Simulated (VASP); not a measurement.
# W (Im-3m) in VASP: a series of runs

The runs below take W through single point, with PBE, PBEsol+D3(BJ).

All numbers are computed with VASP 6.6.1; they aren't measurements. Logs are shortened: lines on timing, memory, paths and dates and some standing lists are left out, and cuts for length are marked.

### Step 1. The cell of the first run

The structure is cubic, space group Im-3m (No. 229). Conventional cell: a = 3.165 Å, b = 3.165 Å, c = 3.165 Å, α = 90.00°, β = 90.00°, γ = 90.00°. Within 3.6 Å of W (site symmetry m-3m) lie 14 W at 2.74 to 3.16 Å.

### Step 2. Single point, PBE

The input, INCAR:

```
PREC = Accurate ; ENCUT = 520
EDIFF = 1E-6 ; ISMEAR = -1
SIGMA = 0.06 ; LREAL = False
LASPH = True ; NELM = 80
ALGO = Normal ; ISIF = 2
LWAVE = False ; LCHARG = True
GGA = PE ; LELF = True
LVHAR = True ; NBANDS = 13
```

The input, KPOINTS:

```
regular mesh
0
Gamma
  8 8 8
```

The input, POSCAR:

```
W
1.0
   -1.5823450000      1.5823450000      1.5823450000
    1.5823450000     -1.5823450000      1.5823450000
    1.5823450000      1.5823450000     -1.5823450000
W
1
Direct
    0.0000000000      0.0000000000      0.0000000000
```

Potentials or basis: VASP PAW PBE potentials, release 64 (W_sv).

Command:

```console
$ cat potpaw_PBE.64/W_sv/POTCAR > POTCAR
$ mpirun -np 1 vasp_std > vasp.out
```

OUTCAR:

```text
PREC = Accurate
   ENCUT = 520
   EDIFF = 1E-6
   ISMEAR = -1
   LREAL = False
   LASPH = True
   NELM = 80
   ISIF = 2
   GGA = PE

 ion  position               nearest neighbor table
   1  0.000  0.000  0.000-

  LATTYP: Found a body centered cubic cell.
 ALAT       =     3.1646900000

  Lattice vectors:

 A1 = (  -1.5823450000,   1.5823450000,   1.5823450000)
 A2 = (   1.5823450000,  -1.5823450000,   1.5823450000)
 A3 = (   1.5823450000,   1.5823450000,  -1.5823450000)

Analysis of symmetry for initial positions (statically):
=====================================================================
 Subroutine PRICEL returns:
 Original cell was already a primitive cell.

 Routine SETGRP: Setting up the symmetry group for a
 body centered cubic supercell.

 Subroutine GETGRP returns: Found 48 space group operations
 (whereof 48 operations were pure point group operations)
 out of a pool of 48 trial point group operations.

The static configuration has the point symmetry O_h .

Analysis of symmetry for dynamics (positions and initial velocities):
=====================================================================
 Subroutine PRICEL returns:
 Original cell was already a primitive cell.

 Routine SETGRP: Setting up the symmetry group for a
 body centered cubic supercell.

 Subroutine GETGRP returns: Found 48 space group operations
 (whereof 48 operations were pure point group operations)
 out of a pool of 48 trial point group operations.

The dynamic configuration has the point symmetry O_h .

 Subroutine INISYM returns: Found 48 space group operations
 (whereof 48 operations are pure point group operations),
 and found     1 'primitive' translations

----------------------------------------------------------------------------------------

                                     Primitive cell

  volume of cell :      15.8476

  direct lattice vectors                    reciprocal lattice vectors
    -1.582345000  1.582345000  1.582345000     0.000000000  0.315986716  0.315986716
     1.582345000 -1.582345000  1.582345000     0.315986716  0.000000000  0.315986716
     1.582345000  1.582345000 -1.582345000     0.315986716  0.315986716  0.000000000

  length of vectors
     2.740701935  2.740701935  2.740701935     0.446872699  0.446872699  0.446872699

  position of ions in fractional coordinates (direct lattice)
     0.000000000  0.000000000  0.000000000

  ion indices of the primitive-cell ions
   primitive index   ion index
                 1           1

----------------------------------------------------------------------------------------

 KPOINTS: regular mesh

Automatic generation of k-mesh.
 Grid dimensions read from file:
 generate k-points for:    8    8    8

 Generating k-lattice:

  Cartesian coordinates                     Fractional coordinates (reciprocal lattice)
     0.000000000  0.039498339  0.039498339     0.125000000  0.000000000  0.000000000
     0.039498339  0.000000000  0.039498339     0.000000000  0.125000000  0.000000000
     0.039498339  0.039498339  0.000000000     0.000000000  0.000000000  0.125000000

  Length of vectors
     0.055859087  0.055859087  0.055859087

  Shift w.r.t. Gamma in fractional coordinates (k-lattice)
     0.000000000  0.000000000  0.000000000

 Subroutine IBZKPT returns following result:
 ===========================================

 Found     29 irreducible k-points:

 Following reciprocal coordinates:
            Coordinates               Weight
  0.000000  0.000000  0.000000      1.000000
  0.125000  0.000000  0.000000     12.000000
  0.250000  0.000000  0.000000     12.000000
  0.375000  0.000000  0.000000     12.000000
  0.500000  0.000000  0.000000      6.000000
  0.125000  0.125000  0.000000     24.000000
[... 16 lines left out ...]
 -0.250000  0.250000  0.250000      6.000000
 -0.375000  0.375000  0.250000     24.000000
 [... further k-points ...]
   k-points           NKPTS =     29   k-points in BZ     NKDIM =     29   number of bands    NBANDS=     13
   number of dos      NEDOS =    301   number of ions     NIONS =      1
   total plane-waves  NPLWV =   8000
   dimension x,y,z NGX =    20 NGY =   20 NGZ =   20
   dimension x,y,z NGXF=    40 NGYF=   40 NGZF=   40
   ions per type =               1
   NGX,Y,Z   is equivalent  to a cutoff of  12.13, 12.13, 12.13 a.u.
   NGXF,Y,Z  is equivalent  to a cutoff of  24.26, 24.26, 24.26 a.u.
 SYSTEM =  unknown system
   PREC   = accura    normal or accurate (medium, high low for compatibility)
   ISTART =      0    job   : 0-new  1-cont  2-samecut
   ICHARG =      2    charge: 1-file 2-atom 10-const
   ISPIN  =      1    spin polarized calculation?
   LNONCOLLINEAR =      F non collinear calculations
   LSORBIT =      F    spin-orbit coupling
   LASPH  =      T    aspherical Exc in radial PAW
   ENCUT  =  520.0 eV  38.22 Ry    6.18 a.u.   5.10  5.10  5.10*2*pi/ulx,y,z
   NELM   =     80;   NELMIN=  2; NELMDL= -5     # of ELM steps
   EDIFF  = 0.1E-05   stopping-criterion for ELM
   LREAL  =      F    real-space projection
   EDIFFG = 0.1E-04   stopping-criterion for IOM
   NSW    =      0    number of steps for IOM
   IBRION =     -1    ionic relax: 0-MD 1-quasi-New 2-CG
   NFREE  =      0    steps in history (QN), initial steepest desc. (CG)
   ISIF   =      2    stress and relaxation
   ISYM   =      2    0-nonsym 1-usesym 2-fastsym
   POTIM  = 0.5000    time-step for ionic-motion
   TEBEG  =    0.0;   TEEND  =   0.0 temperature during run
   PSTRESS=    0.0 pullay stress
   NELECT =      14.0000    total number of electrons
   NUPDOWN=      -1.0000    fix difference up-down
   EMIN   =  10.00;   EMAX   =-10.00  energy-range for DOS
   EFERMI =   0.00;   METHOD = LEGACY
   ISMEAR =    -1;   SIGMA  =   0.06  broadening in eV -4-tet -1-fermi 0-gaus
   EFERMI_NEDOS =   21; number of points for ismear=-14 and -15
   IALGO  =     38    algorithm
   IMIX   =      4    mixing-type and parameters
     AMIX     =   0.40;   BMIX     =  1.00
     AMIX_MAG =   1.60;   BMIX_MAG =  1.00
  volume/ion in A,a.u.               =      15.85       106.94
  Fermi-wavevector in a.u.,A,eV,Ry     =   1.570832  2.968442 33.572544  2.467512
  Thomas-Fermi vector in A             =   2.672506
   LORBIT       =      0    0 simple, 1 ext, 2 COOP (PROOUT), +10 PAW based schemes
   GGA     = PE    functional components
[... 5 lines left out ...]
 non-spin polarized calculation
  energy-cutoff  :      520.00
  volume of cell :       15.85
 maximum number of plane-waves:       436
   NGX = 11   NGY = 11   NGZ = 11

 number of electron      14.0000004 magnetization

 Free energy of the ion-electron system (eV)
  ---------------------------------------------------
  ext. energy  EPLUGINS =         0.00000000
  ---------------------------------------------------
  free energy    TOTEN  =       -12.94935077 eV

  energy without entropy =      -12.94849616  energy(sigma->0) =      -12.94892347

 E-fermi :  11.2381     XC(G=0): -13.6420

 val. band max:       10.9440812043   @ k =   0.1250   0.0000   0.0000
 cond. band min:      11.5149951783   @ k =  -0.2500   0.2500   0.1250
 fundamental gap:      0.5709139740
 Fermi energy:        11.2380516845

 k-point     1 :       0.0000    0.0000    0.0000
  band No.  band energies     occupation
      1     -62.7336      2.00000
      2     -26.2952      2.00000
      3     -26.2952      2.00000
      4     -26.2952      2.00000
      5       1.8090      2.00000
      6      10.2207      2.00000
      7      10.2207      2.00000
      8      10.2207      2.00000
      9      13.7107      0.00000
     10      13.7107      0.00000
     11      25.9645      0.00000
     12      25.9645      0.00000
     13      25.9645      0.00000

 k-point     2 :       0.1250    0.0000    0.0000
  band No.  band energies     occupation
      1     -62.7141      2.00000
      2     -26.4976      2.00000
      3     -26.3586      2.00000
      4     -26.2962      2.00000
      5       2.5395      2.00000
      6       9.7925      2.00000
      7      10.0726      2.00000
      8      10.9441      1.98521
      9      13.1684      0.00000
     10      13.7262      0.00000
     11      26.5087      0.00000
     12      27.2165      0.00000
     13      27.5627      0.00000

 k-point     3 :       0.2500    0.0000    0.0000
  band No.  band energies     occupation
      1     -62.6667      2.00000
      2     -26.9654      2.00000
      3     -26.5088      2.00000
      4     -26.2987      2.00000
      5       4.2260      2.00000
      6       8.9046      2.00000
      7       9.5925      2.00000
      8      12.9854      0.00000
      9      13.0846      0.00000
     10      13.8998      0.00000
     11      26.2071      0.00000
     12      27.9870      0.00000
     13      30.5254      0.00000
[... 305 lines left out ...]
 k-point    23 :      -0.2500    0.2500    0.2500
  band No.  band energies     occupation
      1     -62.6083      2.00000
      2     -26.9891      2.00000
      3     -26.7396      2.00000
      4     -26.7396      2.00000
      5       6.2339      2.00000
      6       8.6318      2.00000
      7      10.9160      1.99071
      8      10.9160      1.99071
      9      12.8111      0.00000
     10      14.9474      0.00000
     11      25.9561      0.00000
     12      30.9464      0.00000
     13      30.9465      0.00000

 k-point    24 :      -0.3750    0.3750    0.2500
  band No.  band energies     occupation
      1     -62.5667      2.00000
      2     -27.2584      2.00000
      3     -26.8973      2.00000
      4     -26.7773      2.00000
      5       6.8998      2.00000
      6       7.6225      2.00000
      7      10.9211      1.98989
      8      11.7183      0.00067
      9      15.1812      0.00000
     10      15.8439      0.00000
     11      25.1532      0.00000
     12      27.6567      0.00000
     13      28.7910      0.00000

 [... further k-points ...]
[... 5 lines left out ...]
  --------------------------------------------------------------------------------------
  -------------------------------------------------------------------------------------
  Total        0.6567604      0.6567604      0.6567604      0.0000000      0.0000000      0.0000000
  in kB       66.3978502     66.3978502     66.3978502      0.0000000      0.0000000      0.0000000
  external PRESSURE =      66.3978502 kB  Pullay stress =       0.0000000 kB

 VOLUME and BASIS-vectors are now :
 -----------------------------------------------------------------------------
  energy-cutoff  :      520.00
  volume of cell :       15.85
      direct lattice vectors                 reciprocal lattice vectors
    -1.582345000  1.582345000  1.582345000     0.000000000  0.315986716  0.315986716
     1.582345000 -1.582345000  1.582345000     0.315986716  0.000000000  0.315986716
     1.582345000  1.582345000 -1.582345000     0.315986716  0.315986716  0.000000000

 POSITION                                       TOTAL-FORCE (eV/Angst)
 -----------------------------------------------------------------------------------
      0.00000      0.00000      0.00000        -0.000000      0.000000     -0.000000
 -----------------------------------------------------------------------------------
    total drift:                                0.000000     -0.000000      0.000000

  FREE ENERGIE OF THE ION-ELECTRON SYSTEM (eV)
  ---------------------------------------------------
  free  energy   TOTEN  =       -12.9493507692 eV

  energy  without entropy=      -12.9484961620  energy(sigma->0) =      -12.94892347
```

Wall time 4.7 s (1 thread of Intel Xeon 6975P-C (Granite Rapids), shared host); peak memory 0.12 GiB.

What came out:

```
Free energy            : -12.9494 eV
Pressure               : 6.6 GPa
Band gap on the k mesh : zero (band 7 reaches 16.62 eV, above the bottom of band 8 at 10.22 eV)
```

Caveat: spin-orbit coupling is left out, which moves the levels of the heavy elements.

### Step 3. Single point, PBEsol+D3(BJ)

This run uses another cell than the first one, of 15.32 Å³/atom, 0.967 times its volume.

The input, INCAR:

```
SYSTEM = W
ALGO = Normal
EDIFF = 1E-7
ENCUT = 520
GGA = PS
ISIF = 2
ISMEAR = -1
IVDW = 12
LASPH = .TRUE.
LCHARG = .FALSE.
LREAL = .FALSE.
LWAVE = .FALSE.
NBANDS = 13
NELM = 80
PREC = Accurate
SIGMA = 0.05
```

The input, KPOINTS:

```
k-points
0
G
  12 12 12
  0 0 0
```

The input, POSCAR:

```
W
1.0
   -1.5645299137      1.5645299137      1.5645299137
    1.5645299137     -1.5645299137      1.5645299137
    1.5645299137      1.5645299137     -1.5645299137
W
1
Direct
    0.0000000000      0.0000000000      0.0000000000
```

Potentials or basis: VASP PAW PBE potentials, release 64 (W_sv).

Command:

```console
$ cat potpaw_PBE.64/W_sv/POTCAR > POTCAR
$ mpirun -np 1 vasp_std > vasp.out
```

Run time: 5.8 s. Hardware: 1 thread of Intel Xeon 6975P-C (Granite Rapids), shared host; peak memory 0.14 GiB.

Results (log left out):

| Item | Value |
| --- | --- |
| Free energy | -14.5651 eV |
| Pressure | 0.8 GPa |
| Band gap on the k mesh | zero (band 7 reaches 17.21 eV, above the bottom of band 8 at 10.49 eV) |
| Dispersion energy per atom | -0.770 eV |

Levels at points of the mesh, in eV from the Fermi level:
```
           k point  band 5  band 6  band 7  band 8  band 9  band 10
(0.00, 0.00, 0.00)   -9.79   -1.24   -1.24   -1.24    2.37     2.37
(0.50, 0.00, 0.00)   -6.46   -3.69    0.87    2.29    3.31     6.54
(0.50, 0.50, 0.50)   -6.08   -6.08    5.49    5.49    5.49     8.59
```

Caveat: the PAW data sets were made with another functional, which shifts forces and pressure a little; spin-orbit coupling is left out, which moves the levels of the heavy elements; pairwise dispersion overbinds metals, which lowers pressure and volume.

### Step 4. Single point, PBE

The input, INCAR:

```
SYSTEM = W
PREC = Accurate
ENCUT = 520
EDIFF = 1E-7
ISMEAR = 0
SIGMA = 0.028000000000000004
LREAL = .FALSE.
LASPH = .TRUE.
NELM = 80
ALGO = Normal
ISIF = 2
LWAVE = .FALSE.
LCHARG = .TRUE.
GGA = PE
LELF = .TRUE.
LVHAR = .TRUE.
NBANDS = 13
```

The input, KPOINTS:

```
regular mesh
0
G
  12 12 12
  0 0 0
```

The input, POSCAR:

```
W
1.0
   -1.5823450000      1.5823450000      1.5823450000
    1.5823450000     -1.5823450000      1.5823450000
    1.5823450000      1.5823450000     -1.5823450000
W
1
Direct
    0.0000000000      0.0000000000      0.0000000000
```

Command:

```console
$ cat potpaw_PBE.64/W_sv/POTCAR > POTCAR
$ mpirun -np 1 vasp_std > vasp.out
```

It took 11 s on 1 thread of Intel Xeon 6975P-C (Granite Rapids), shared host; peak memory 0.13 GiB.

Results (log left out):

| Property | Result |
| --- | --- |
| Free energy | -12.9479 eV |
| Pressure | 6.6 GPa |
| Band gap on the k mesh | zero (band 7 reaches 16.61 eV, above the bottom of band 8 at 10.21 eV) |

Levels at points of the mesh, in eV from the Fermi level:
```
           k point  band 4  band 5  band 6  band 7  band 8  band 9  band 10  band 11
(0.00, 0.00, 0.00)  -37.64   -9.52   -1.12   -1.12   -1.12    2.37     2.37    14.63
(0.50, 0.00, 0.00)  -37.65   -6.17   -3.46    0.79    2.26    3.24     6.26    11.20
(0.50, 0.50, 0.50)  -38.55   -5.72   -5.72    5.27    5.27    5.27     8.36     8.36
```

Caveat: spin-orbit coupling is left out, which moves the levels of the heavy elements.

### Step 5. Overview

| level | cell | k mesh | smearing | gap on the mesh (eV) | pressure (GPa) |
| --- | --- | --- | --- | --- | --- |
| PBE | a = 2.741 Å, angles 109.5°, 1 atom | 8 × 8 × 8 | fermi-dirac 0.06 eV | none | 6.6 |
| PBEsol+D3(BJ) | a = 2.710 Å, angles 109.5°, 1 atom | 12 × 12 × 12 | fermi-dirac 0.05 eV | none | 0.8 |
| PBE | a = 2.741 Å, angles 109.5°, 1 atom | 12 × 12 × 12 | gaussian 0.028 eV | none | 6.6 |

Alike in all rows: task single point; potentials or basis VASP PAW PBE potentials, release 64 (W_sv); no spin polarisation; cutoff (eV) 520.

Caveats: spin-orbit coupling is left out, which moves the levels of the heavy elements; the PAW data sets were made with another functional, which shifts forces and pressure a little (some runs); pairwise dispersion overbinds metals, which lowers pressure and volume (some runs).

Total energies depend on the potentials used, so only differences within one code and one set of settings carry meaning.
